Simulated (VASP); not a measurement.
The system is CuO.

```
CELL_PARAMETERS angstrom
2.34185 -1.71130 0.00000
2.34185 1.71130 0.00000
-0.85003 0.00000 5.05787
ATOMIC_POSITIONS crystal
Cu 0.00000 0.50000 0.00000
Cu 0.50000 0.00000 0.50000
O 0.58160 0.41840 0.25000
O 0.41840 0.58160 0.75000
```

| Item | Value |
| --- | --- |
| Program | VASP 6.6.1 |
| Task | relaxation of cell and atoms |
| Functional | PBE |
| Potentials or basis | VASP PAW PBE potentials, release 64 (Cu, O) |
| Cutoff | 600 eV |
| k mesh | 12 × 12 × 8 |
| Occupations | gaussian, width 0.05 eV |
| Spin | no spin polarisation |

At the start: pressure 6.3 GPa; volume 10.13 Å³/atom.

Question: Where does the relaxation end?

Answer: Over 26 steps the energy falls by 47.8 meV/atom and the volume is 11.19 Å³/atom (+10.5 %); space group C2/c (No. 15, to 0.1 Å) before, Cccm (No. 66, to 0.1 Å).

The path:
```
step  energy change (eV)  largest force (eV/Å)  pressure (GPa)  volume (Å³)
   1              0.0000                0.2191            6.30        40.54
   2             -0.0290                0.3182           -3.00        42.92
   3             -0.0343                0.2879           -0.50        42.22
   4             -0.0488                0.2358           -0.33        42.38
   5             -0.0767                0.0563            0.14        42.87
   6             -0.0454                0.4027            2.38        43.75
   7             -0.0804                0.0619            0.80        43.10
   8             -0.0921                0.0415            0.40        43.40
   9             -0.1197                0.0028           -1.04        44.28
  10             -0.1422                0.0415           -3.62        45.92
  11             -0.1556                0.0334           -2.87        45.73
  12             -0.1696                0.0277           -1.43        45.39
  13             -0.1674                0.0387            1.31        44.59
  14             -0.1736                0.0254           -0.09        45.05
  15             -0.1798                0.0292           -0.14        45.01
  16             -0.1869                0.0346           -0.66        44.88
  17             -0.1870                0.0341           -0.54        44.90
  18             -0.1877                0.0303            0.14        44.67
  19             -0.1877                0.0296            0.37        44.63
  20             -0.1883                0.0274            0.26        44.63
  21             -0.1896                0.0239            0.33        44.63
  22             -0.1906                0.0174            0.40        44.62
  23             -0.1900                0.0113           -1.02        45.08
  24             -0.1909                0.0148           -0.21        44.78
  25             -0.1910                0.0064            0.06        44.78
  26             -0.1911                0.0096            0.02        44.78
```

Final structure:
```yaml
crystal:
  lattice:
    - [2.14135, -2.01860, 0.15303]
    - [2.14135, 2.01860, 0.15303]
    - [-0.44779, 0.00000, 5.14771]
  atoms:
    - { symbol: Cu, position: [0.00000, 0.50000, 0.00000] }
    - { symbol: Cu, position: [0.50000, 0.00000, 0.50000] }
    - { symbol: O, position: [0.50481, 0.49519, 0.25000] }
    - { symbol: O, position: [0.49519, 0.50481, 0.75000] }
```
